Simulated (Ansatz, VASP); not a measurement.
## MoS: VASP beside Ansatz

```
CELL_PARAMETERS angstrom
0.00000 2.55724 2.55724
2.55724 0.00000 2.55724
2.55724 2.55724 0.00000
ATOMIC_POSITIONS crystal
Mo 0.50000 0.50000 0.50000
S 0.00000 0.00000 0.00000
```

Alike in both runs: task single point; functional r2SCAN; k mesh 12 × 12 × 12; occupations gaussian, width 0.05 eV; collinear spin.

|  | VASP | Ansatz |
| --- | --- | --- |
| version | VASP 6.6.1 | Ansatz 0.2.0 |
| potentials or method | VASP PAW PBE potentials, release 64 (Mo_sv, S), cutoff 520 eV | scalar-relativistic, plane waves, PAW |
| valence electrons in the cell | 20 | 20 |

Ansatz gave:

```
gap on the k mesh at the Fermi level (eV)                     : none
pressure (GPa)                                                : 0.1
net moment per atom (μB)                                      : 1.34
size of the moment on the site where the two differ most (μB) : 2.02
```

Task: What did VASP give for the same quantities?

Result: gap on the k mesh at the Fermi level (eV): none; pressure (GPa): -14.1; net moment per atom (μB): 0.00; size of the moment on the site where the two differ most (μB): 0.00.

The net moments are unlike, so the other rows may belong to different states. VASP's potentials were made for PBE, not for r2SCAN. Site moments also hang on the region over which each program counts them. A gap of «none» marks a metal or a gap that the smearing closes. Ansatz's warnings: stability check not made.
